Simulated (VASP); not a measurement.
A run of VASP 6.6.1 is set up as follows.

POSCAR

```
WSe2
1.0
    3.2480763339      0.0000000000      0.0000000000
   -1.6240381670      2.8129166186      0.0000000000
    0.0000000000      0.0000000000     16.8589419504
W Se
1 2
Direct
    0.0000000000      0.0000000000      0.0000000000
    0.3333333333      0.6666666667      0.0999524282
    0.3333333333      0.6666666667      0.9000475718
```

INCAR.step1

```
SYSTEM = WSe2
PREC     = Accurate       ! precision mode
ENCUT    = 520            ! plane-wave cutoff, eV
ISMEAR   = 0              ! smearing method
SIGMA    = 0.02           ! smearing width, eV
LREAL    = .False.        ! projectors in reciprocal space
LASPH    = .True.         ! aspherical terms in the spheres
NELM     = 80             ! most SCF steps
NBANDS   = 20             ! bands
GGA      = PE             ! functional
ALGO     = Normal         ! electronic algorithm
EDIFF    = 1E-4           ! SCF threshold, eV
LWAVE    = .True.         ! write WAVECAR
LCHARG   = .False.        ! write CHGCAR
```

The input INCAR.step2:

```
SYSTEM = WSe2
PREC     = Accurate       ! precision mode
ENCUT    = 520            ! plane-wave cutoff, eV
EDIFF    = 1E-6           ! SCF threshold, eV
ISMEAR   = 0              ! smearing method
SIGMA    = 0.02           ! smearing width, eV
LREAL    = .False.        ! projectors in reciprocal space
LASPH    = .True.         ! aspherical terms in the spheres
NELM     = 80             ! most SCF steps
ALGO     = Normal         ! electronic algorithm
ISIF     = 2              ! what is computed and relaxed
LWAVE    = .False.        ! write WAVECAR
LCHARG   = .True.         ! write CHGCAR
METAGGA  = R2SCAN         ! meta-GGA
LMIXTAU  = .True.       
LELF     = .True.         ! ELF
LVHAR    = .True.       
NBANDS   = 20             ! bands
ISTART   = 1
```

Contents of KPOINTS:

```
regular mesh
0
Gamma
  12 12 2
  0 0 0
```

Potentials or basis: VASP PAW PBE potentials, release 64 (W_sv, Se).

Command:

```sh
$ cat potpaw_PBE.64/W_sv/POTCAR potpaw_PBE.64/Se/POTCAR > POTCAR
$ cp INCAR.step1 INCAR
$ mpirun -np 1 vasp_std > vasp.out
$ cp INCAR.step2 INCAR
$ mpirun -np 1 vasp_std > vasp.out
```

Predict the largest force.

0.047 eV/Å.

What does it give for the band gap on the k mesh?

1.80 eV (least direct gap 1.92 eV).

Forces on the atoms (eV/Å):
```
W    0.000  0.000  0.000
Se   0.000  0.000  0.047
Se   0.000  0.000 -0.047
```

Caveat: the cell differs from its parent crystal (biaxial strain in the a-b plane: -2.0 %, then relaxed in part); there is no dipole correction, which matters where the two faces differ; the PAW data sets were made with another functional, which shifts forces and pressure a little; spin-orbit coupling is left out, which moves the levels of the heavy elements.
